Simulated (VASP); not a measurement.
# HfMoC2 (P4/mmm) in VASP: further runs

Runs on HfMoC2. Level: r2SCAN. Tasks: single point.

Everything below comes from runs of VASP 6.6.1. Logs are shortened: lines on timing, memory, paths and dates and some standing lists are left out, and cuts for length are marked.

## (1) The cell of the first run

Symmetry: P4/mmm, No. 123, tetragonal system. Conventional cell: a = 3.170 Å, b = 3.170 Å, c = 4.455 Å, α = 90.00°, β = 90.00°, γ = 90.00°. Within 2.9 Å of Hf (site symmetry 4/mmm) lie 6 C at 2.23 to 2.24 Å. Mo (site symmetry 4/mmm) has 6 C at 2.23 to 2.24 Å within 2.9 Å. Within 2.9 Å of C (site symmetry 4/mmm) lie 2 Mo at 2.23 Å and 4 Hf at 2.24 Å. Within 2.9 Å of C (site symmetry 4/mmm) lie 2 Hf at 2.23 Å and 4 Mo at 2.24 Å.

## (2) Single point, r2SCAN

File POSCAR:

```
HfMoC2
1.0
    3.1700034083      0.0000000000      0.0000000000
    0.0000000000      3.1700034083      0.0000000000
    0.0000000000      0.0000000000      4.4550613212
Hf Mo C
1 1 2
Direct
    0.0000000000      0.0000000000      0.0000000000
    0.5000000000      0.5000000000      0.5000000000
    0.5000000000      0.5000000000      0.0000000000
    0.0000000000      0.0000000000      0.5000000000
```

File INCAR.step1:

```
  ALGO = Normal
  EDIFF = 1E-4
  ENCUT = 520
  GGA = PE
  ISMEAR = -1
  LASPH = T
  LCHARG = F
  LREAL = F
  LWAVE = T
  NBANDS = 24
  NELM = 100
  PREC = Accurate
  SIGMA = 0.05
```

File INCAR.step2:

```
  ALGO = Normal
  EDIFF = 1E-6
  ENCUT = 520
  ISIF = 2
  ISMEAR = -1
  ISTART = 1
  LASPH = T
  LCHARG = F
  LMIXTAU = T
  LREAL = F
  LWAVE = F
  METAGGA = R2SCAN
  NBANDS = 24
  NELM = 100
  PREC = Accurate
  SIGMA = 0.05
```

File KPOINTS:

```
k-points
0
Gamma
  8 8 6
```

Potentials or basis: VASP PAW PBE potentials, release 64 (Hf_pv, Mo_sv, C).

Run with:

```console
> cat potpaw_PBE.64/Hf_pv/POTCAR potpaw_PBE.64/Mo_sv/POTCAR potpaw_PBE.64/C/POTCAR > POTCAR
> cp INCAR.step1 INCAR
> mpirun -np 1 vasp_std > vasp.out
> cp INCAR.step2 INCAR
> mpirun -np 1 vasp_std > vasp.out
```

OUTCAR:

```text
EDIFF = 1E-6
   ENCUT = 520
   ISIF = 2
   ISMEAR = -1
   ISTART = 1
   LASPH = T
   LREAL = F
   METAGGA = R2SCAN
   NELM = 100
   PREC = Accurate

 ion  position               nearest neighbor table
   1  0.000  0.000  0.000-   4 2.23   4 2.23   3 2.24   3 2.24   3 2.24   3 2.24   2 3.16   2 3.16
                             2 3.16   2 3.16   2 3.16   2 3.16   2 3.16   2 3.16
   2  0.500  0.500  0.500-   3 2.23   3 2.23   4 2.24   4 2.24   4 2.24   4 2.24   1 3.16   1 3.16
                             1 3.16   1 3.16   1 3.16   1 3.16   1 3.16   1 3.16
   3  0.500  0.500  0.000-   2 2.23   2 2.23   1 2.24   1 2.24   1 2.24   1 2.24
   4  0.000  0.000  0.500-   1 2.23   1 2.23   2 2.24   2 2.24   2 2.24   2 2.24

  LATTYP: Found a simple tetragonal cell.
 ALAT       =     3.1700034083
 C/A-ratio  =     1.4053806092

  Lattice vectors:

 A1 = (   3.1700034083,   0.0000000000,   0.0000000000)
 A2 = (   0.0000000000,   3.1700034083,   0.0000000000)
 A3 = (   0.0000000000,   0.0000000000,   4.4550613212)

Analysis of symmetry for initial positions (statically):
=====================================================================
 Subroutine PRICEL returns:
 Original cell was already a primitive cell.

 Routine SETGRP: Setting up the symmetry group for a
 simple tetragonal supercell.

 Subroutine GETGRP returns: Found 16 space group operations
 (whereof 16 operations were pure point group operations)
 out of a pool of 16 trial point group operations.

The static configuration has the point symmetry D_4h.

Analysis of symmetry for dynamics (positions and initial velocities):
=====================================================================
 Subroutine PRICEL returns:
 Original cell was already a primitive cell.

 Routine SETGRP: Setting up the symmetry group for a
 simple tetragonal supercell.

 Subroutine GETGRP returns: Found 16 space group operations
 (whereof 16 operations were pure point group operations)
 out of a pool of 16 trial point group operations.

The dynamic configuration has the point symmetry D_4h.

 Subroutine INISYM returns: Found 16 space group operations
 (whereof 16 operations are pure point group operations),
 and found     1 'primitive' translations

----------------------------------------------------------------------------------------
[... 94 lines left out ...]
   LASPH  =      T    aspherical Exc in radial PAW
   ENCUT  =  520.0 eV  38.22 Ry    6.18 a.u.   5.89  5.89  8.28*2*pi/ulx,y,z
   NELM   =    100;   NELMIN=  2; NELMDL=  0     # of ELM steps
   EDIFF  = 0.1E-05   stopping-criterion for ELM
   LREAL  =      F    real-space projection
   EDIFFG = 0.1E-04   stopping-criterion for IOM
   NSW    =      0    number of steps for IOM
   IBRION =     -1    ionic relax: 0-MD 1-quasi-New 2-CG
   NFREE  =      0    steps in history (QN), initial steepest desc. (CG)
   ISIF   =      2    stress and relaxation
   ISYM   =      2    0-nonsym 1-usesym 2-fastsym
   POTIM  = 0.5000    time-step for ionic-motion
   TEBEG  =    0.0;   TEEND  =   0.0 temperature during run
   PSTRESS=    0.0 pullay stress
   NELECT =      32.0000    total number of electrons
   NUPDOWN=      -1.0000    fix difference up-down
   EMIN   =  10.00;   EMAX   =-10.00  energy-range for DOS
   EFERMI =   0.00;   METHOD = LEGACY
   ISMEAR =    -1;   SIGMA  =   0.05  broadening in eV -4-tet -1-fermi 0-gaus
   EFERMI_NEDOS =   21; number of points for ismear=-14 and -15
   IALGO  =     38    algorithm
   IMIX   =      4    mixing-type and parameters
     AMIX     =   0.40;   BMIX     =  1.00
     AMIX_MAG =   1.60;   BMIX_MAG =  1.00
  volume/ion in A,a.u.               =      11.19        75.53
  Fermi-wavevector in a.u.,A,eV,Ry     =   1.463751  2.766088 29.151381  2.142566
  Thomas-Fermi vector in A             =   2.579808
   LORBIT       =      0    0 simple, 1 ext, 2 COOP (PROOUT), +10 PAW based schemes
   METAGGA = R2SCAN    functional components
   LHFCALC =     F    Hartree Fock is set to
   AEXX    =    0.0000 exact exchange contribution
   IVDW    =     0    specifies the selected vdW correction
   LEPSILON=     F    determine dielectric tensor
   LRPA    =     F    only Hartree local field effects (RPA)
 non-spin polarized calculation
  energy-cutoff  :      520.00
  volume of cell :       44.77
 maximum number of plane-waves:      1224
 NGX is ok and might be reduce to    24
   NGX = 11   NGY = 11   NGZ = 17

 number of electron      31.9999999 magnetization

 Free energy of the ion-electron system (eV)
  ---------------------------------------------------
  ext. energy  EPLUGINS =         0.00000000
  ---------------------------------------------------
  free energy    TOTEN  =       -92.96291094 eV

  energy without entropy =      -92.95050321  energy(sigma->0) =      -92.95670707

 E-fermi :   9.6961     XC(G=0): -13.9656

 val. band max:        9.6732059933   @ k =   0.0000   0.0000   0.0000
 cond. band min:       9.7189769091   @ k =   0.1250   0.1250   0.3333
 fundamental gap:      0.0457709158
 Fermi energy:         9.6960656563

 k-point     1 :       0.0000    0.0000    0.0000
  band No.  band energies     occupation
      1     -54.3464      2.00000
      2     -27.6906      2.00000
      3     -27.6059      2.00000
      4     -27.6059      2.00000
      5     -21.8790      2.00000
      6     -21.5740      2.00000
[... 637 lines left out ...]
     23      16.3285      0.00000
     24      18.0363      0.00000

 [... further k-points ...]

------------------------ aborting loop because EDIFF is reached ----------------------------------------

  FORCE on cell =-STRESS in cart. coord.  units (eV):
  Direction    XX          YY          ZZ          XY          YZ          ZX
  --------------------------------------------------------------------------------------
  -------------------------------------------------------------------------------------
  Total        1.2076201      1.2076201     -0.0913936      0.0000000      0.0000000      0.0000000
  in kB       43.2183088     43.2183088     -3.2707931      0.0000000      0.0000000      0.0000000
  external PRESSURE =      27.7219415 kB  Pullay stress =       0.0000000 kB

 VOLUME and BASIS-vectors are now :
 -----------------------------------------------------------------------------
  energy-cutoff  :      520.00
  volume of cell :       44.77
      direct lattice vectors                 reciprocal lattice vectors
     3.170003408  0.000000000  0.000000000     0.315457074  0.000000000  0.000000000
     0.000000000  3.170003408  0.000000000     0.000000000  0.315457074  0.000000000
     0.000000000  0.000000000  4.455061321     0.000000000  0.000000000  0.224463801

 POSITION                                       TOTAL-FORCE (eV/Angst)
 -----------------------------------------------------------------------------------
      0.00000      0.00000      0.00000         0.000000      0.000000      0.000000
      1.58500      1.58500      2.22753         0.000000      0.000000      0.000000
      1.58500      1.58500      0.00000         0.000000      0.000000      0.000000
      0.00000      0.00000      2.22753         0.000000      0.000000      0.000000
 -----------------------------------------------------------------------------------
    total drift:                                0.000000     -0.000000     -0.000000

  FREE ENERGIE OF THE ION-ELECTRON SYSTEM (eV)
  ---------------------------------------------------
  free  energy   TOTEN  =       -92.9629109399 eV

  energy  without entropy=      -92.9505032081  energy(sigma->0) =      -92.95670707
```

OUTCAR.step1:

```text
EDIFF = 1E-4
   ENCUT = 520
   GGA = PE
   ISMEAR = -1
   LASPH = T
[... 878 lines left out ...]
      0.00000      0.00000      0.00000         0.000000      0.000000      0.000000
      1.58500      1.58500      2.22753         0.000000      0.000000      0.000000
      1.58500      1.58500      0.00000         0.000000      0.000000      0.000000
      0.00000      0.00000      2.22753         0.000000      0.000000      0.000000
 -----------------------------------------------------------------------------------
    total drift:                                0.000000     -0.000000     -0.000000

  FREE ENERGIE OF THE ION-ELECTRON SYSTEM (eV)
  ---------------------------------------------------
  free  energy   TOTEN  =       -40.7789261827 eV

  energy  without entropy=      -40.7667461620  energy(sigma->0) =      -40.77283617
```

OSZICAR.step1:

```text
N       E                     dE             d eps       ncg     rms          rms(c)
DAV:   1     0.211826917710E+03    0.21183E+03   -0.18077E+04  2896   0.134E+03
DAV:   2    -0.405449997201E+02   -0.25237E+03   -0.23955E+03  3568   0.365E+02
DAV:   3    -0.485237218918E+02   -0.79787E+01   -0.78922E+01  3672   0.591E+01
DAV:   4    -0.485962267406E+02   -0.72505E-01   -0.72458E-01  3224   0.605E+00
DAV:   5    -0.485971226277E+02   -0.89589E-03   -0.89581E-03  3760   0.606E-01    0.765E+01
DAV:   6    -0.424495737638E+02    0.61475E+01   -0.38031E+01  3056   0.372E+01    0.354E+01
DAV:   7    -0.421375208181E+02    0.31205E+00   -0.14105E+01  3144   0.277E+01    0.382E+01
DAV:   8    -0.407864220377E+02    0.13511E+01   -0.27143E+00  3136   0.118E+01    0.591E+00
DAV:   9    -0.407807419943E+02    0.56800E-02   -0.13263E-01  3408   0.221E+00    0.193E+00
DAV:  10    -0.407791964922E+02    0.15455E-02   -0.98735E-03  3512   0.687E-01    0.793E-01
DAV:  11    -0.407789589383E+02    0.23755E-03   -0.76977E-04  3520   0.212E-01    0.456E-02
DAV:  12    -0.407789261827E+02    0.32756E-04   -0.20152E-04  2608   0.953E-02
   1 F= -.40778926E+02 E0= -.40772836E+02  d E =-.121800E-01
```

Run time: 2.3 min. Hardware: 1 thread of Intel Xeon Platinum 8259CL at 2.50GHz (Skylake/Cascade Lake), shared host; peak memory 0.21 GiB.

Results:

* Free energy: -92.9629 eV
* Pressure: 2.8 GPa
* Band gap on the k mesh: zero (bands 16 and 17 overlap by 2.50 eV)

Levels at points of the mesh, in eV from the Fermi level:
```
           k point  band 14  band 15  band 16  band 17  band 18  band 19
(0.00, 0.00, 0.00)    -1.40    -1.40    -0.44    -0.32    -0.03    -0.02
(0.50, 0.00, 0.00)    -4.06    -4.01    -0.46     1.08     2.33     3.39
(0.50, 0.50, 0.00)    -1.44    -1.23    -1.23    -1.13     1.17     1.54
(0.00, 0.00, 0.50)    -2.43    -1.90    -1.90    -1.37    -0.32     2.19
(0.50, 0.00, 0.50)    -4.76    -4.64     1.13     1.15     1.90     4.88
(0.50, 0.50, 0.50)    -4.51    -4.51     1.13     1.13     1.55     3.37
```

Caveat: the PAW data sets were made with another functional, which shifts forces and pressure a little; spin-orbit coupling is left out, which moves the levels of the heavy elements.

(Part 1 of 2 ends here.)

The gap in the log of VASP goes by the Fermi energy; the results here count the filled bands.